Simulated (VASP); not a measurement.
# HfB2 (P6/mmm) in VASP: notebook

Runs on HfB2. Level: PBE. Tasks: single point.

Everything below comes from runs of VASP 6.6.1. Logs are shortened: lines on timing, memory, paths and dates and some standing lists are left out, and cuts for length are marked.

### Step 1. The cell of the first run

Symmetry: P6/mmm, No. 191, hexagonal system. The conventional cell has a = 3.140 Å, b = 3.140 Å, c = 3.480 Å, α = 90.00°, β = 90.00°, γ = 120.00°. Within 3.3 Å of Hf (site symmetry 6/mmm) lie 12 B at 2.51 Å and 6 Hf at 3.14 Å. B (site symmetry -6m2) has 3 B at 1.81 Å within 2.4 Å.

### Step 2. Single point, PBE

INCAR

```
SYSTEM = HfB2
PREC = Accurate ; ENCUT = 520
EDIFF = 1E-6 ; ISMEAR = -1
SIGMA = 0.03 ; LREAL = .FALSE.
LASPH = .TRUE. ; NELM = 80
ALGO = Normal ; ISIF = 2
LWAVE = .FALSE. ; LCHARG = .TRUE.
GGA = PE ; LELF = .TRUE.
LVHAR = .TRUE. ; NBANDS = 15
```

KPOINTS

```
Automatic mesh
0
G
  6 6 5
  0 0 0
```

POSCAR

```
HfB2
1.0
    3.1400000000      0.0000000000      0.0000000000
   -1.5700000000      2.7193197679      0.0000000000
    0.0000000000      0.0000000000      3.4800000000
Hf B
1 2
Direct
    0.0000000000      0.0000000000      0.0000000000
    0.6666666667      0.3333333333      0.5000000000
    0.3333333333      0.6666666667      0.5000000000
```

Potentials or basis: VASP PAW PBE potentials, release 64 (Hf_pv, B).

Started as:

```bash
$ cat potpaw_PBE.64/Hf_pv/POTCAR potpaw_PBE.64/B/POTCAR > POTCAR
$ mpirun -np 1 vasp_std > vasp.out
```

OUTCAR:

```text
SYSTEM = HfB2
   PREC = Accurate
   ENCUT = 520
   EDIFF = 1E-6
   ISMEAR = -1
   LREAL = .FALSE.
   LASPH = .TRUE.
   NELM = 80
   ISIF = 2
   GGA = PE

 ion  position               nearest neighbor table
   1  0.000  0.000  0.000-   2 2.51   3 2.51   2 2.51   3 2.51   2 2.51   2 2.51   3 2.51   3 2.51
                             2 2.51   2 2.51   3 2.51   3 2.51
   2  0.667  0.333  0.500-   3 1.81   3 1.81   3 1.81   1 2.51   1 2.51   1 2.51   1 2.51   1 2.51
                             1 2.51
   3  0.333  0.667  0.500-   2 1.81   2 1.81   2 1.81   1 2.51   1 2.51   1 2.51   1 2.51   1 2.51
                             1 2.51

  LATTYP: Found a hexagonal cell.
 ALAT       =     3.1400000000
 C/A-ratio  =     1.1082802548

  Lattice vectors:

 A1 = (   3.1400000000,   0.0000000000,   0.0000000000)
 A2 = (  -1.5700000000,   2.7193197679,   0.0000000000)
 A3 = (   0.0000000000,   0.0000000000,   3.4800000000)

Analysis of symmetry for initial positions (statically):
=====================================================================
 Subroutine PRICEL returns:
 Original cell was already a primitive cell.

 Routine SETGRP: Setting up the symmetry group for a
 hexagonal supercell.

 Subroutine GETGRP returns: Found 24 space group operations
 (whereof 24 operations were pure point group operations)
 out of a pool of 24 trial point group operations.

The static configuration has the point symmetry D_6h.

Analysis of symmetry for dynamics (positions and initial velocities):
=====================================================================
 Subroutine PRICEL returns:
 Original cell was already a primitive cell.

 Routine SETGRP: Setting up the symmetry group for a
 hexagonal supercell.

 Subroutine GETGRP returns: Found 24 space group operations
 (whereof 24 operations were pure point group operations)
 out of a pool of 24 trial point group operations.

The dynamic configuration has the point symmetry D_6h.

 Subroutine INISYM returns: Found 24 space group operations
 (whereof 24 operations are pure point group operations),
 and found     1 'primitive' translations

----------------------------------------------------------------------------------------

                                     Primitive cell

  volume of cell :      29.7146

  direct lattice vectors                    reciprocal lattice vectors
     3.140000000  0.000000000  0.000000000     0.318471338  0.183869512  0.000000000
    -1.570000000  2.719319768  0.000000000     0.000000000  0.367739025  0.000000000
[... 96 lines left out ...]
   EMIN   =  10.00;   EMAX   =-10.00  energy-range for DOS
   EFERMI =   0.00;   METHOD = LEGACY
   ISMEAR =    -1;   SIGMA  =   0.03  broadening in eV -4-tet -1-fermi 0-gaus
   EFERMI_NEDOS =   21; number of points for ismear=-14 and -15
   IALGO  =     38    algorithm
   IMIX   =      4    mixing-type and parameters
     AMIX     =   0.40;   BMIX     =  1.00
     AMIX_MAG =   1.60;   BMIX_MAG =  1.00
  volume/ion in A,a.u.               =       9.90        66.84
  Fermi-wavevector in a.u.,A,eV,Ry     =   1.331860  2.516850 24.134693  1.773850
  Thomas-Fermi vector in A             =   2.460838
   LORBIT       =      0    0 simple, 1 ext, 2 COOP (PROOUT), +10 PAW based schemes
   GGA     = PE    functional components
   LHFCALC =     F    Hartree Fock is set to
   AEXX    =    0.0000 exact exchange contribution
   IVDW    =     0    specifies the selected vdW correction
   LEPSILON=     F    determine dielectric tensor
   LRPA    =     F    only Hartree local field effects (RPA)
 non-spin polarized calculation
  energy-cutoff  :      520.00
  volume of cell :       29.71
 maximum number of plane-waves:       816
 NGX is ok and might be reduce to    24
   NGX = 11   NGY = 11   NGZ = 13

 number of electron      15.9999998 magnetization

 Free energy of the ion-electron system (eV)
  ---------------------------------------------------
  ext. energy  EPLUGINS =         0.00000000
  ---------------------------------------------------
  free energy    TOTEN  =       -26.35132835 eV

  energy without entropy =      -26.34943526  energy(sigma->0) =      -26.35038181

 E-fermi :   7.3261     XC(G=0): -12.5972

 val. band max:        7.2097506260   @ k =   0.0000   0.0000   0.2000
 cond. band min:       7.3736365403   @ k =   0.3333   0.1667   0.0000
 fundamental gap:      0.1638859143
 Fermi energy:         7.3260790032

 k-point     1 :       0.0000    0.0000    0.0000
  band No.  band energies     occupation
      1     -22.9744      2.00000
      2     -22.4501      2.00000
      3     -22.4501      2.00000
      4      -6.0909      2.00000
      5       4.6728      2.00000
      6       4.7709      2.00000
      7       4.7709      2.00000
      8       4.8828      2.00000
      9      11.6951      0.00000
     10      11.6951      0.00000
     11      12.3410      0.00000
     12      12.3410      0.00000
     13      12.6500      0.00000
     14      12.6500      0.00000
[... 347 lines left out ...]
      2     -22.9475      2.00000
      3     -22.9475      2.00000
      4      -1.4032      2.00000
      5      -1.4032      2.00000
      6       1.8929      2.00000
      7       4.5428      2.00000
      8       4.5428      2.00000
      9      12.2712      0.00000
     10      13.1392      0.00000
     11      13.7655      0.00000
     12      13.7655      0.00000
     13      15.1593      0.00000
     14      15.1593      0.00000
     15      17.8094      0.00000

------------------------ aborting loop because EDIFF is reached ----------------------------------------

  FORCE on cell =-STRESS in cart. coord.  units (eV):
  Direction    XX          YY          ZZ          XY          YZ          ZX
  --------------------------------------------------------------------------------------
  -------------------------------------------------------------------------------------
  Total        0.3252520      0.3252520      0.0056888      0.0000000      0.0000000      0.0000000
  in kB       17.5372453     17.5372453      0.3067362      0.0000000      0.0000000      0.0000000
  external PRESSURE =      11.7937423 kB  Pullay stress =       0.0000000 kB

 VOLUME and BASIS-vectors are now :
 -----------------------------------------------------------------------------
  energy-cutoff  :      520.00
  volume of cell :       29.71
      direct lattice vectors                 reciprocal lattice vectors
     3.140000000  0.000000000  0.000000000     0.318471338  0.183869512  0.000000000
    -1.570000000  2.719319768  0.000000000     0.000000000  0.367739025  0.000000000
     0.000000000  0.000000000  3.480000000     0.000000000  0.000000000  0.287356322

 POSITION                                       TOTAL-FORCE (eV/Angst)
 -----------------------------------------------------------------------------------
      0.00000      0.00000      0.00000        -0.000000     -0.000000      0.000000
      1.57000      0.90644      1.74000         0.000000      0.000000      0.000000
     -0.00000      1.81288      1.74000        -0.000000      0.000000     -0.000000
 -----------------------------------------------------------------------------------
    total drift:                               -0.000000      0.000000      0.000000

  FREE ENERGIE OF THE ION-ELECTRON SYSTEM (eV)
  ---------------------------------------------------
  free  energy   TOTEN  =       -26.3513283532 eV

  energy  without entropy=      -26.3494352622  energy(sigma->0) =      -26.35038181
```

OSZICAR:

```text
N       E                     dE             d eps       ncg     rms          rms(c)
DAV:   1     0.281779542355E+02    0.28178E+02   -0.77111E+03   630   0.992E+02
DAV:   2    -0.271939834311E+02   -0.55372E+02   -0.51209E+02   820   0.224E+02
DAV:   3    -0.287387816337E+02   -0.15448E+01   -0.15350E+01   833   0.268E+01
DAV:   4    -0.287451190793E+02   -0.63374E-02   -0.63367E-02   728   0.210E+00
DAV:   5    -0.287451550220E+02   -0.35943E-04   -0.35944E-04   798   0.141E-01    0.524E+01
DAV:   6    -0.264613435430E+02    0.22838E+01   -0.29406E+00   756   0.121E+01    0.385E+01
DAV:   7    -0.264025185032E+02    0.58825E-01   -0.81162E-01   826   0.666E+00    0.120E+01
DAV:   8    -0.263533630324E+02    0.49155E-01   -0.16963E-01   735   0.311E+00    0.148E+00
DAV:   9    -0.263513637418E+02    0.19993E-02   -0.11032E-02   763   0.845E-01    0.343E-01
DAV:  10    -0.263513305735E+02    0.33168E-04   -0.36434E-04   798   0.145E-01    0.228E-01
DAV:  11    -0.263513316173E+02   -0.10437E-05   -0.40931E-05   805   0.495E-02    0.113E-01
DAV:  12    -0.263513281956E+02    0.34216E-05   -0.58317E-06   749   0.196E-02    0.168E-02
DAV:  13    -0.263513283532E+02   -0.15754E-06   -0.28944E-07   413   0.449E-03
   1 F= -.26351328E+02 E0= -.26350382E+02  d E =-.189309E-02
```

stdout:

```text
POSCAR found type information on POSCAR HfB
 POSCAR found :  2 types and       3 ions
 scaLAPACK will be used
 LDA part: xc-table for (Slater+PW92), standard interpolation
 POSCAR, INCAR and KPOINTS ok, starting setup
 FFT: planning ... GRIDC
 FFT: planning ... GRID_SOFT
 FFT: planning ... GRID
 WAVECAR not read
 entering main loop
```

Wall time 5.3 s (1 thread of Intel Xeon 6975P-C (Granite Rapids), shared host); peak memory 0.14 GiB.

What came out:

```
Free energy            : -26.3513 eV
Pressure               : 1.2 GPa
Band gap on the k mesh : zero (band 8 reaches 8.15 eV, above the bottom of band 9 at 7.37 eV)
```

Stress tensor (GPa, compression positive):
```
1.75 0.00 0.00
0.00 1.75 0.00
0.00 0.00 0.03
```

Levels at points of the mesh, in eV from the Fermi level:
```csv
k point,band 4,band 5,band 6,band 7,band 8,band 9,band 10,band 11,band 12,band 13
"(0.00, 0.00, 0.00)",-13.42,-2.65,-2.56,-2.56,-2.44,4.37,4.37,5.01,5.01,5.32
"(0.50, 0.00, 0.00)",-9.44,-8.72,-3.79,-3.10,-2.52,2.45,3.07,5.92,6.08,6.66
```

Caveat: the k points lie up to 0.39 Å⁻¹ apart; spin-orbit coupling is left out, which moves the levels of the heavy elements.

### Step 3. Single point, PBE

This run uses another cell than the first one, of 9.31 Å³/atom, 0.940 times its volume.

INCAR

```
SYSTEM = HfB2
  PREC = Accurate
  ENCUT = 520
  EDIFF = 1E-6
  ISMEAR = -1
  SIGMA = 0.05
  LREAL = .False.
  LASPH = .True.
  NELM = 60
  ALGO = Normal
  ISIF = 2
  LWAVE = .False.
  LCHARG = .False.
  GGA = PE
  NBANDS = 15
```

KPOINTS

```
Automatic mesh
0
Gamma
  10 10 8
  0 0 0
```

POSCAR

```
HfB2
1.0
    3.0759003814      0.0000000000      0.0000000000
   -1.5379501907      2.6638078698      0.0000000000
    0.0000000000      0.0000000000      3.4089596583
Hf B
1 2
Direct
    0.0000000000      0.0000000000      0.0000000000
    0.6666666667      0.3333333333      0.5000000000
    0.3333333333      0.6666666667      0.5000000000
```

Potentials or basis: VASP PAW PBE potentials, release 64 (Hf_pv, B).

Started as:

```bash
$ cat potpaw_PBE.64/Hf_pv/POTCAR potpaw_PBE.64/B/POTCAR > POTCAR
$ mpirun -np 1 vasp_std > vasp.out
```

It took 20 s on 1 thread of Intel Xeon Platinum 8259CL at 2.50GHz (Skylake/Cascade Lake), shared host; peak memory 0.16 GiB.

Results (log left out):

- Free energy: -26.2922 eV
- Pressure: 19.0 GPa
- Band gap on the k mesh: zero (band 8 reaches 8.79 eV, above the bottom of band 9 at 7.90 eV)

Stress tensor (GPa, compression positive):
```
19.30  0.00  0.00
 0.00 19.30  0.00
 0.00  0.00 18.35
```

Levels at points of the mesh, in eV from the Fermi level:
| k point | band 4 | band 5 | band 6 | band 7 | band 8 | band 9 | band 10 | band 11 | band 12 | band 13 |
| --- | --- | --- | --- | --- | --- | --- | --- | --- | --- | --- |
| (0.00, 0.00, 0.00) | -13.98 | -3.04 | -2.91 | -2.91 | -2.63 | 4.47 | 4.47 | 5.12 | 5.12 | 5.39 |
| (0.50, 0.00, 0.00) | -9.96 | -8.97 | -4.23 | -3.38 | -2.93 | 2.37 | 3.04 | 6.19 | 6.29 | 6.86 |
| (0.00, 0.00, 0.50) | -11.30 | -8.49 | -1.09 | -1.09 | 0.46 | 0.46 | 1.17 | 1.17 | 2.52 | 5.40 |
| (0.50, 0.00, 0.50) | -10.53 | -7.47 | -5.07 | -4.81 | -2.42 | 4.49 | 4.65 | 6.88 | 7.95 | 8.05 |

Caveat: spin-orbit coupling is left out, which moves the levels of the heavy elements.

### Step 4. Single point, PBE

This run uses another cell than the first one, of 9.51 Å³/atom, 0.960 times its volume.

INCAR

```
SYSTEM = HfB2
PREC = Accurate
ENCUT = 520
EDIFF = 1E-6
ISMEAR = -1
SIGMA = 0.05
LREAL = .False.
LASPH = .True.
NELM = 80
ALGO = Normal
ISIF = 2
LWAVE = .False.
LCHARG = .False.
GGA = PE
NBANDS = 15
```

KPOINTS

```
regular mesh
0
Gamma
  10 10 8
  0 0 0
```

POSCAR

```
HfB2
1.0
    3.0975623654      0.0000000000      0.0000000000
   -1.5487811827      2.6825676982      0.0000000000
    0.0000000000      0.0000000000      3.4329672075
Hf B
1 2
Direct
    0.0000000000      0.0000000000      0.0000000000
    0.6666666667      0.3333333333      0.5000000000
    0.3333333333      0.6666666667      0.5000000000
```

Started as:

```bash
$ cat potpaw_PBE.64/Hf_pv/POTCAR potpaw_PBE.64/B/POTCAR > POTCAR
$ mpirun -np 1 vasp_std > vasp.out
```

Wall time 20 s (1 thread of Intel Xeon Platinum 8259CL at 2.50GHz (Skylake/Cascade Lake), shared host); peak memory 0.16 GiB.

The run converged. Its results:

| Item | Value |
| --- | --- |
| Free energy | -26.3505 eV |
| Pressure | 12.4 GPa |
| Band gap on the k mesh | zero (band 8 reaches 8.61 eV, above the bottom of band 9 at 7.74 eV) |

Stress tensor (GPa, compression positive):
```
12.51  0.00  0.00
 0.00 12.51  0.00
 0.00  0.00 12.15
```

Levels at points of the mesh, in eV from the Fermi level:
| k point | band 6 | band 7 | band 8 | band 9 | band 10 | band 11 |
| --- | --- | --- | --- | --- | --- | --- |
| (0.00, 0.00, 0.00) | -2.87 | -2.87 | -2.65 | 4.35 | 4.35 | 5.00 |
| (0.50, 0.00, 0.00) | -4.16 | -3.37 | -2.87 | 2.31 | 2.97 | 6.01 |
| (0.00, 0.00, 0.50) | -1.09 | -1.09 | 0.45 | 0.45 | 1.15 | 1.15 |
| (0.50, 0.00, 0.50) | -5.00 | -4.74 | -2.48 | 4.36 | 4.51 | 6.70 |

Caveat: spin-orbit coupling is left out, which moves the levels of the heavy elements.

### Step 5. Single point, PBE

This run uses another cell than the first one, of 9.71 Å³/atom, 0.980 times its volume.

INCAR

```
SYSTEM = HfB2
  PREC = Accurate
  ENCUT = 520
  EDIFF = 1E-6
  ISMEAR = -1
  SIGMA = 0.05
  LREAL = .False.
  LASPH = .True.
  NELM = 60
  ALGO = Normal
  ISIF = 2
  LWAVE = .False.
  LCHARG = .True.
  GGA = PE
  LELF = .True.
  LVHAR = .True.
  NBANDS = 15
```

KPOINTS is that of step 4.

POSCAR

```
HfB2
1.0
    3.1189255395      0.0000000000      0.0000000000
   -1.5594627698      2.7010687497      0.0000000000
    0.0000000000      0.0000000000      3.4566435916
Hf B
1 2
Direct
    0.0000000000      0.0000000000      0.0000000000
    0.6666666667      0.3333333333      0.5000000000
    0.3333333333      0.6666666667      0.5000000000
```

Started as:

```bash
$ cat potpaw_PBE.64/Hf_pv/POTCAR potpaw_PBE.64/B/POTCAR > POTCAR
$ mpirun -np 1 vasp_std > vasp.out
```

It took 21 s on 1 thread of Intel Xeon Platinum 8259CL at 2.50GHz (Skylake/Cascade Lake), shared host; peak memory 0.16 GiB.

The run converged. Its results:

* Free energy: -26.3855 eV
* Pressure: 6.4 GPa
* Band gap on the k mesh: zero (band 8 reaches 8.43 eV, above the bottom of band 9 at 7.58 eV)

Stress tensor (GPa, compression positive):
```
6.35 0.00 0.00
0.00 6.35 0.00
0.00 0.00 6.56
```

Levels at points of the mesh, in eV from the Fermi level:
| k point | band 6 | band 7 | band 8 | band 9 | band 10 | band 11 |
| --- | --- | --- | --- | --- | --- | --- |
| (0.00, 0.00, 0.00) | -2.83 | -2.83 | -2.67 | 4.24 | 4.24 | 4.88 |
| (0.50, 0.00, 0.00) | -4.09 | -3.35 | -2.82 | 2.26 | 2.90 | 5.84 |
| (0.00, 0.00, 0.50) | -1.09 | -1.09 | 0.44 | 0.44 | 1.13 | 1.13 |
| (0.50, 0.00, 0.50) | -4.93 | -4.67 | -2.53 | 4.23 | 4.39 | 6.52 |

Caveat: spin-orbit coupling is left out, which moves the levels of the heavy elements.

### Step 6. The runs side by side

| cell | k mesh | smearing | gap on the mesh (eV) | pressure (GPa) |
| --- | --- | --- | --- | --- |
| a = 3.140, b = 3.140, c = 3.480 Å, angles 90.0, 90.0, 120.0°, 3 atoms | 6 × 6 × 5 | fermi-dirac 0.03 eV | none | 1.2 |
| a = 3.076, b = 3.076, c = 3.409 Å, angles 90.0, 90.0, 120.0°, 3 atoms | 10 × 10 × 8 | fermi-dirac 0.05 eV | none | 19.0 |
| a = 3.098, b = 3.098, c = 3.433 Å, angles 90.0, 90.0, 120.0°, 3 atoms | 10 × 10 × 8 | fermi-dirac 0.05 eV | none | 12.4 |
| a = 3.119, b = 3.119, c = 3.457 Å, angles 90.0, 90.0, 120.0°, 3 atoms | 10 × 10 × 8 | fermi-dirac 0.05 eV | none | 6.4 |

Alike in all rows: task single point; level PBE; potentials or basis VASP PAW PBE potentials, release 64 (Hf_pv, B); no spin polarisation; cutoff (eV) 520.

Caveats: some runs use coarse meshes; spin-orbit coupling is left out, which moves the levels of the heavy elements.

Absolute energies hang on the potentials; compare differences alone.
